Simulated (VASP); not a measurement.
# AlNi (Pm-3m) in VASP: further runs

Runs on AlNi. Level: PBEsol. Tasks: single point.

Everything below comes from runs of VASP 6.6.1. Logs are shortened: lines on timing, memory, paths and dates and some standing lists are left out, and cuts for length are marked.

### 1 The cell of the first run

It takes space group Pm-3m (No. 221, cubic). The conventional cell has a = 2.918 Å, b = 2.918 Å, c = 2.918 Å, α = 90.00°, β = 90.00°, γ = 90.00°. Al (site symmetry m-3m) has 8 Ni at 2.53 Å and 6 Al at 2.92 Å within 3.3 Å. Within 3.3 Å of Ni (site symmetry m-3m) lie 8 Al at 2.53 Å and 6 Ni at 2.92 Å.

### 2 Single point, PBEsol (volume scaled by 1.06)

Input file INCAR:

```
  ALGO = Normal
  EDIFF = 1E-6
  ENCUT = 520
  GGA = PS
  ISIF = 2
  ISMEAR = 0
  LASPH = True
  LCHARG = False
  LREAL = False
  LWAVE = False
  NBANDS = 14
  NELM = 100
  PREC = Accurate
  SIGMA = 0.1
```

Input file KPOINTS:

```
k-points
0
Gamma
  14 14 14
```

Input file POSCAR:

```
AlNi
1.0
    2.9183006963      0.0000000000      0.0000000000
    0.0000000000      2.9183006963      0.0000000000
    0.0000000000      0.0000000000      2.9183006963
Al Ni
1 1
Direct
    0.0000000000      0.0000000000      0.0000000000
    0.5000000000      0.5000000000      0.5000000000
```

Potentials or basis: VASP PAW PBE potentials, release 64 (Al, Ni).

Started as:

```bash
> cat potpaw_PBE.64/Al/POTCAR potpaw_PBE.64/Ni/POTCAR > POTCAR
> mpirun -np 1 vasp_std > vasp.out
```

OUTCAR:

```text
EDIFF = 1E-6
   ENCUT = 520
   GGA = PS
   ISIF = 2
   ISMEAR = 0
   LASPH = True
   LREAL = False
   NELM = 100
   PREC = Accurate

 ion  position               nearest neighbor table
   1  0.000  0.000  0.000-   2 2.53   2 2.53   2 2.53   2 2.53   2 2.53   2 2.53   2 2.53   2 2.53

   2  0.500  0.500  0.500-   1 2.53   1 2.53   1 2.53   1 2.53   1 2.53   1 2.53   1 2.53   1 2.53

  LATTYP: Found a simple cubic cell.
 ALAT       =     2.9183006963

  Lattice vectors:

 A1 = (   2.9183006963,   0.0000000000,   0.0000000000)
 A2 = (   0.0000000000,   2.9183006963,   0.0000000000)
 A3 = (   0.0000000000,   0.0000000000,   2.9183006963)

Analysis of symmetry for initial positions (statically):
=====================================================================
 Subroutine PRICEL returns:
 Original cell was already a primitive cell.

 Routine SETGRP: Setting up the symmetry group for a
 simple cubic supercell.

 Subroutine GETGRP returns: Found 48 space group operations
 (whereof 48 operations were pure point group operations)
 out of a pool of 48 trial point group operations.

The static configuration has the point symmetry O_h .

Analysis of symmetry for dynamics (positions and initial velocities):
=====================================================================
 Subroutine PRICEL returns:
 Original cell was already a primitive cell.

 Routine SETGRP: Setting up the symmetry group for a
 simple cubic supercell.

 Subroutine GETGRP returns: Found 48 space group operations
 (whereof 48 operations were pure point group operations)
 out of a pool of 48 trial point group operations.

The dynamic configuration has the point symmetry O_h .

 Subroutine INISYM returns: Found 48 space group operations
 (whereof 48 operations are pure point group operations),
 and found     1 'primitive' translations

----------------------------------------------------------------------------------------

                                     Primitive cell

  volume of cell :      24.8536

  direct lattice vectors                    reciprocal lattice vectors
     2.918300696  0.000000000  0.000000000     0.342665169  0.000000000  0.000000000
     0.000000000  2.918300696  0.000000000     0.000000000  0.342665169  0.000000000
     0.000000000  0.000000000  2.918300696     0.000000000  0.000000000  0.342665169

  length of vectors
     2.918300696  2.918300696  2.918300696     0.342665169  0.342665169  0.342665169

  position of ions in fractional coordinates (direct lattice)
     0.000000000  0.000000000  0.000000000
     0.500000000  0.500000000  0.500000000

  ion indices of the primitive-cell ions
   primitive index   ion index
                 1           1
                 2           2

----------------------------------------------------------------------------------------

 KPOINTS: k-points

Automatic generation of k-mesh.
 Grid dimensions read from file:
 generate k-points for:   14   14   14

 Generating k-lattice:

  Cartesian coordinates                     Fractional coordinates (reciprocal lattice)
     0.024476083  0.000000000  0.000000000     0.071428571  0.000000000  0.000000000
     0.000000000  0.024476083  0.000000000     0.000000000  0.071428571  0.000000000
     0.000000000  0.000000000  0.024476083     0.000000000  0.000000000  0.071428571

  Length of vectors
     0.024476083  0.024476083  0.024476083

  Shift w.r.t. Gamma in fractional coordinates (k-lattice)
     0.000000000  0.000000000  0.000000000

 Subroutine IBZKPT returns following result:
 ===========================================

 Found    120 irreducible k-points:

 Following reciprocal coordinates:
            Coordinates               Weight
  0.000000  0.000000  0.000000      1.000000
  0.071429  0.000000  0.000000      6.000000
  0.142857  0.000000  0.000000      6.000000
  0.214286  0.000000  0.000000      6.000000
  0.285714  0.000000  0.000000      6.000000
  0.357143  0.000000  0.000000      6.000000
[... 16 lines left out ...]
  0.285714  0.214286  0.000000     24.000000
  0.357143  0.214286  0.000000     24.000000
 [... further k-points ...]
   k-points           NKPTS =    120   k-points in BZ     NKDIM =    120   number of bands    NBANDS=     14
   number of dos      NEDOS =    301   number of ions     NIONS =      2
   total plane-waves  NPLWV =  13824
   dimension x,y,z NGX =    24 NGY =   24 NGZ =   24
   dimension x,y,z NGXF=    48 NGYF=   48 NGZF=   48
   ions per type =               1   1
   NGX,Y,Z   is equivalent  to a cutoff of  13.67, 13.67, 13.67 a.u.
   NGXF,Y,Z  is equivalent  to a cutoff of  27.34, 27.34, 27.34 a.u.
 SYSTEM =  unknown system
   PREC   = accura    normal or accurate (medium, high low for compatibility)
   ISTART =      0    job   : 0-new  1-cont  2-samecut
   ICHARG =      2    charge: 1-file 2-atom 10-const
   ISPIN  =      1    spin polarized calculation?
   LNONCOLLINEAR =      F non collinear calculations
   LSORBIT =      F    spin-orbit coupling
   LASPH  =      T    aspherical Exc in radial PAW
   ENCUT  =  520.0 eV  38.22 Ry    6.18 a.u.   5.43  5.43  5.43*2*pi/ulx,y,z
   NELM   =    100;   NELMIN=  2; NELMDL= -5     # of ELM steps
   EDIFF  = 0.1E-05   stopping-criterion for ELM
   LREAL  =      F    real-space projection
   EDIFFG = 0.1E-04   stopping-criterion for IOM
   NSW    =      0    number of steps for IOM
   IBRION =     -1    ionic relax: 0-MD 1-quasi-New 2-CG
   NFREE  =      0    steps in history (QN), initial steepest desc. (CG)
   ISIF   =      2    stress and relaxation
   ISYM   =      2    0-nonsym 1-usesym 2-fastsym
   POTIM  = 0.5000    time-step for ionic-motion
   TEBEG  =    0.0;   TEEND  =   0.0 temperature during run
   PSTRESS=    0.0 pullay stress
   NELECT =      13.0000    total number of electrons
   NUPDOWN=      -1.0000    fix difference up-down
   EMIN   =  10.00;   EMAX   =-10.00  energy-range for DOS
   EFERMI =   0.00;   METHOD = LEGACY
   ISMEAR =     0;   SIGMA  =   0.10  broadening in eV -4-tet -1-fermi 0-gaus
   EFERMI_NEDOS =   21; number of points for ismear=-14 and -15
   IALGO  =     38    algorithm
   IMIX   =      4    mixing-type and parameters
     AMIX     =   0.40;   BMIX     =  1.00
     AMIX_MAG =   1.60;   BMIX_MAG =  1.00
  volume/ion in A,a.u.               =      12.43        83.86
  Fermi-wavevector in a.u.,A,eV,Ry     =   1.319044  2.492631 23.672460  1.739877
  Thomas-Fermi vector in A             =   2.448970
   LORBIT       =      0    0 simple, 1 ext, 2 COOP (PROOUT), +10 PAW based schemes
   GGA     = PS    functional components
   LHFCALC =     F    Hartree Fock is set to
   AEXX    =    0.0000 exact exchange contribution
   IVDW    =     0    specifies the selected vdW correction
   LEPSILON=     F    determine dielectric tensor
   LRPA    =     F    only Hartree local field effects (RPA)
 non-spin polarized calculation
 Gauss-broadening in eV      SIGMA  =   0.10
  energy-cutoff  :      520.00
  volume of cell :       24.85
 maximum number of plane-waves:       691
 NGX is ok and might be reduce to    24
   NGX = 11   NGY = 11   NGZ = 11

 number of electron      13.0000004 magnetization

 Free energy of the ion-electron system (eV)
  ---------------------------------------------------
  ext. energy  EPLUGINS =         0.00000000
  ---------------------------------------------------
  free energy    TOTEN  =       -11.54762257 eV

  energy without entropy =      -11.54245656  energy(sigma->0) =      -11.54503957

 E-fermi :   9.3720     XC(G=0): -11.9802

 val. band max:        9.3531810376   @ k =   0.3571   0.1429   0.1429
 cond. band min:       9.4061785009   @ k =   0.3571   0.2857   0.0714
 fundamental gap:      0.0529974633
 Fermi energy:         9.3720305467

 k-point     1 :       0.0000    0.0000    0.0000
  band No.  band energies     occupation
      1      -1.4538      2.00000
      2       6.3433      2.00000
      3       6.3433      2.00000
      4       7.9343      2.00000
      5       7.9343      2.00000
      6       7.9343      2.00000
      7      14.7345      0.00000
      8      14.7345      0.00000
      9      14.7345      0.00000
     10      17.4206      0.00000
     11      17.4206      0.00000
     12      22.4468      0.00000
     13      29.8545      0.00000
     14      29.8545      0.00000

 k-point     2 :       0.0714    0.0000    0.0000
  band No.  band energies     occupation
      1      -1.3623      2.00000
      2       6.3359      2.00000
      3       6.3641      2.00000
      4       7.8954      2.00000
      5       7.8954      2.00000
      6       7.9384      2.00000
      7      13.7905      0.00000
      8      14.8553      0.00000
      9      14.8553      0.00000
     10      17.4290      0.00000
     11      18.2598      0.00000
     12      22.7817      0.00000
     13      28.8005      0.00000
     14      28.8005      0.00000

 k-point     3 :       0.1429    0.0000    0.0000
  band No.  band energies     occupation
      1      -1.0891      2.00000
      2       6.2895      2.00000
      3       6.4232      2.00000
      4       7.7903      2.00000
      5       7.7903      2.00000
      6       7.9499      2.00000
      7      12.2284      0.00000
      8      15.2067      0.00000
      9      15.2067      0.00000
     10      17.4536      0.00000
     11      19.4448      0.00000
     12      23.8639      0.00000
     13      27.0840      0.00000
     14      27.0840      0.00000
[... 324 lines left out ...]
 k-point    23 :       0.2857    0.2143    0.0000
  band No.  band energies     occupation
      1       0.7568      2.00000
      2       5.9934      2.00000
      3       6.5299      2.00000
      4       7.2396      2.00000
      5       7.5471      2.00000
      6       7.7359      2.00000
      7      10.0688      0.00000
      8      12.3798      0.00000
      9      17.4337      0.00000
     10      18.1385      0.00000
     11      20.6380      0.00000
     12      24.2944      0.00000
     13      24.9118      0.00000
     14      26.3887      0.00000

 k-point    24 :       0.3571    0.2143    0.0000
  band No.  band energies     occupation
      1       1.5074      2.00000
      2       5.3195      2.00000
      3       6.6926      2.00000
      4       7.1972      2.00000
      5       7.4333      2.00000
      6       7.7549      2.00000
      7       9.2892      1.75832
      8      13.0067      0.00000
      9      17.0593      0.00000
     10      18.2750      0.00000
     11      20.6503      0.00000
     12      22.8700      0.00000
     13      25.1051      0.00000
     14      26.5381      0.00000

 [... further k-points ...]

------------------------ aborting loop because EDIFF is reached ----------------------------------------

  FORCE on cell =-STRESS in cart. coord.  units (eV):
  Direction    XX          YY          ZZ          XY          YZ          ZX
  --------------------------------------------------------------------------------------
  -------------------------------------------------------------------------------------
  Total       -1.3565049     -1.3565049     -1.3565049      0.0000000     -0.0000000      0.0000000
  in kB      -87.4463794    -87.4463794    -87.4463794      0.0000000     -0.0000000      0.0000000
  external PRESSURE =     -87.4463794 kB  Pullay stress =       0.0000000 kB

 VOLUME and BASIS-vectors are now :
 -----------------------------------------------------------------------------
  energy-cutoff  :      520.00
  volume of cell :       24.85
      direct lattice vectors                 reciprocal lattice vectors
     2.918300696  0.000000000  0.000000000     0.342665169  0.000000000  0.000000000
     0.000000000  2.918300696  0.000000000     0.000000000  0.342665169  0.000000000
     0.000000000  0.000000000  2.918300696     0.000000000  0.000000000  0.342665169

 POSITION                                       TOTAL-FORCE (eV/Angst)
 -----------------------------------------------------------------------------------
      0.00000      0.00000      0.00000         0.000000      0.000000      0.000000
      1.45915      1.45915      1.45915         0.000000      0.000000      0.000000
 -----------------------------------------------------------------------------------
    total drift:                                0.000000      0.000000     -0.000000

  FREE ENERGIE OF THE ION-ELECTRON SYSTEM (eV)
  ---------------------------------------------------
  free  energy   TOTEN  =       -11.5476225706 eV

  energy  without entropy=      -11.5424565632  energy(sigma->0) =      -11.54503957
```

Run time: 18 s. Hardware: 1 thread of Intel Xeon Platinum 8559C (Emerald Rapids), shared host; peak memory 0.16 GiB.

Results:

```
Free energy : -11.5476 eV
Pressure    : -8.7 GPa
```

Levels at points of the mesh, in eV from the Fermi level:
```
           k point  band 5  band 6  band 7  band 8  band 9  band 10
(0.00, 0.00, 0.00)   -1.44   -1.44    5.36    5.36    5.36     8.05
(0.50, 0.00, 0.00)   -2.11   -1.35   -0.60    8.28    9.83     9.83
(0.50, 0.50, 0.00)   -1.94   -1.94   -0.94    1.42    2.34    11.89
(0.50, 0.50, 0.50)   -0.91    2.04    2.04    2.04    3.42     4.34
```

Caveat: the cell differs from its parent crystal (volume scaled by 1.06); the PAW data sets were made with another functional, which shifts forces and pressure a little.

### 3 Single point, PBEsol, collinear spin, ferromagnetic start

This run uses another cell than the first one, of 11.96 Å³/atom, 0.962 times its volume.

Input file INCAR:

```
ALGO     = Normal         # electronic algorithm
EDIFF    = 1E-7           # SCF threshold, eV
ENCUT    = 520            # plane-wave cutoff, eV
GGA      = PS             # functional
ISIF     = 2              # what is computed and relaxed
ISMEAR   = 0              # smearing method
ISPIN    = 2              # spin polarisation
LASPH    = T              # aspherical terms in the spheres
LCHARG   = F              # write CHGCAR
LMAXMIX  = 4              # l up to which the mixer works
LORBIT   = 11             # projections on sites
LREAL    = F              # projectors in reciprocal space
LWAVE    = F              # write WAVECAR
MAGMOM   = 0 2            # initial moments
NBANDS   = 18             # bands
NELM     = 150            # most SCF steps
PREC     = Accurate       # precision mode
SIGMA    = 0.1            # smearing width, eV
```

Input file KPOINTS:

```
k-points
0
Gamma
  6 6 6
```

Input file POSCAR:

```
AlNi
1.0
    2.8810000000      0.0000000000      0.0000000000
    0.0000000000      2.8810000000      0.0000000000
    0.0000000000      0.0000000000      2.8810000000
Al Ni
1 1
Direct
    0.0000000000      0.0000000000      0.0000000000
    0.5000000000      0.5000000000      0.5000000000
```

Potentials or basis: VASP PAW PBE potentials, release 64 (Al, Ni).

Started as:

```bash
> cat potpaw_PBE.64/Al/POTCAR potpaw_PBE.64/Ni/POTCAR > POTCAR
> mpirun -np 1 vasp_std > vasp.out
```

Wall time 7.7 s (1 thread of Intel Xeon 6975P-C (Granite Rapids), shared host); peak memory 0.15 GiB.

Results (log left out):

```
Free energy                                           : -11.5562 eV
Pressure                                              : -2.9 GPa
Net moment                                            : 0.00 μB per cell
Valence electrons inside the program's atomic spheres : Al 0.80; Ni 9.47
```

Levels at points of the mesh, in eV from the Fermi level:
Spin up:
| k point | band 3 | band 4 | band 5 | band 6 | band 7 | band 8 | band 9 | band 10 | band 11 | band 12 |
| --- | --- | --- | --- | --- | --- | --- | --- | --- | --- | --- |
| (0.00, 0.00, 0.00) | -3.29 | -1.60 | -1.60 | -1.60 | 5.46 | 5.46 | 5.46 | 8.10 | 8.10 | 13.69 |
| (0.50, 0.00, 0.00) | -2.82 | -2.31 | -2.31 | -1.52 | -0.71 | 8.26 | 9.95 | 9.95 | 10.86 | 10.86 |
| (0.50, 0.50, 0.00) | -2.92 | -2.92 | -2.14 | -2.14 | -1.08 | 1.41 | 2.45 | 12.25 | 15.09 | 15.09 |
| (0.50, 0.50, 0.50) | -4.15 | -1.05 | -1.05 | 1.94 | 1.94 | 1.94 | 3.69 | 4.43 | 4.43 | 4.43 |
Spin down:
| k point | band 3 | band 4 | band 5 | band 6 | band 7 | band 8 | band 9 | band 10 | band 11 | band 12 |
| --- | --- | --- | --- | --- | --- | --- | --- | --- | --- | --- |
| (0.00, 0.00, 0.00) | -3.29 | -1.60 | -1.60 | -1.60 | 5.46 | 5.46 | 5.46 | 8.10 | 8.10 | 13.69 |
| (0.50, 0.00, 0.00) | -2.82 | -2.31 | -2.31 | -1.52 | -0.71 | 8.26 | 9.95 | 9.95 | 10.86 | 10.86 |
| (0.50, 0.50, 0.00) | -2.92 | -2.92 | -2.14 | -2.14 | -1.08 | 1.41 | 2.45 | 12.25 | 15.09 | 15.09 |
| (0.50, 0.50, 0.50) | -4.15 | -1.05 | -1.05 | 1.94 | 1.94 | 1.94 | 3.69 | 4.43 | 4.43 | 4.43 |

Caveat: the k points lie up to 0.36 Å⁻¹ apart; the starting moments collapsed, and a magnetic state may lie lower; the PAW data sets were made with another functional, which shifts forces and pressure a little.

### 4 Single point, PBEsol

This run uses another cell than the first one, of 11.72 Å³/atom, 0.943 times its volume.

Input file INCAR:

```
  ALGO = Fast
  EDIFF = 1E-7
  ENCUT = 520
  GGA = PS
  ISIF = 2
  ISMEAR = 0
  LASPH = True
  LCHARG = False
  LREAL = False
  LWAVE = False
  NBANDS = 14
  NELM = 80
  PREC = Accurate
  SIGMA = 0.1
```

Input file KPOINTS:

```
k-points
0
Gamma
  14 14 14
```

Input file POSCAR:

```
AlNi
1.0
    2.8621655520      0.0000000000      0.0000000000
    0.0000000000      2.8621655520      0.0000000000
    0.0000000000      0.0000000000      2.8621655520
Al Ni
1 1
Direct
    0.0000000000      0.0000000000      0.0000000000
    0.5000000000      0.5000000000      0.5000000000
```

Started as:

```bash
> cat potpaw_PBE.64/Al/POTCAR potpaw_PBE.64/Ni/POTCAR > POTCAR
> mpirun -np 1 vasp_std > vasp.out
```

It took 15 s on 1 thread of Intel Xeon 6975P-C (Granite Rapids), shared host; peak memory 0.16 GiB.

Results (log left out):

```
Free energy : -11.5871 eV
Pressure    : 0.2 GPa
```

Levels at points of the mesh, in eV from the Fermi level:
| k point | band 3 | band 4 | band 5 | band 6 | band 7 | band 8 | band 9 | band 10 | band 11 | band 12 |
| --- | --- | --- | --- | --- | --- | --- | --- | --- | --- | --- |
| (0.00, 0.00, 0.00) | -3.30 | -1.55 | -1.55 | -1.55 | 5.61 | 5.61 | 5.61 | 8.24 | 8.24 | 14.11 |
| (0.50, 0.00, 0.00) | -2.81 | -2.28 | -2.28 | -1.46 | -0.63 | 8.35 | 10.12 | 10.12 | 11.12 | 11.12 |
| (0.50, 0.50, 0.00) | -2.90 | -2.90 | -2.11 | -2.11 | -1.01 | 1.52 | 2.62 | 12.54 | 15.31 | 15.31 |
| (0.50, 0.50, 0.50) | -4.17 | -0.98 | -0.98 | 1.99 | 1.99 | 1.99 | 3.93 | 4.59 | 4.59 | 4.59 |

Caveat: the PAW data sets were made with another functional, which shifts forces and pressure a little. Spin polarisation is off, so any magnetic state and its effect on volume and gap are missing.

### 5 Single point, PBEsol

This run uses another cell than the first one, of 11.72 Å³/atom, 0.943 times its volume.

Input file INCAR:

```
SYSTEM = AlNi
ALGO = Normal
EDIFF = 1E-7
ENCUT = 520
GGA = PS
ISIF = 2
ISMEAR = 0
LASPH = .True.
LCHARG = .False.
LREAL = .False.
LWAVE = .False.
NBANDS = 14
NELM = 100
PREC = Accurate
SIGMA = 0.1
```

Input file KPOINTS:

```
k-points
0
Gamma
  14 14 14
  0 0 0
```

POSCAR is that of step 4.

Started as:

```bash
> cat potpaw_PBE.64/Al/POTCAR potpaw_PBE.64/Ni/POTCAR > POTCAR
> mpirun -np 1 vasp_std > vasp.out
```

Wall time 12 s (1 thread of Intel Xeon 6975P-C (Granite Rapids), shared host); peak memory 0.16 GiB.

The run converged. Its results:

* Free energy: -11.5871 eV
* Pressure: 0.2 GPa

Levels at points of the mesh, in eV from the Fermi level:
```tsv
k point	band 3	band 4	band 5	band 6	band 7	band 8	band 9	band 10	band 11	band 12
(0.00, 0.00, 0.00)	-3.30	-1.55	-1.55	-1.55	5.61	5.61	5.61	8.24	8.24	14.11
(0.50, 0.00, 0.00)	-2.81	-2.28	-2.28	-1.46	-0.63	8.35	10.12	10.12	11.12	11.12
(0.50, 0.50, 0.00)	-2.90	-2.90	-2.11	-2.11	-1.01	1.52	2.62	12.54	15.31	15.31
(0.50, 0.50, 0.50)	-4.17	-0.98	-0.98	1.99	1.99	1.99	3.93	4.59	4.59	4.59
```

Caveat: the PAW data sets were made with another functional, which shifts forces and pressure a little. Spin polarisation is off, so any magnetic state and its effect on volume and gap are missing.
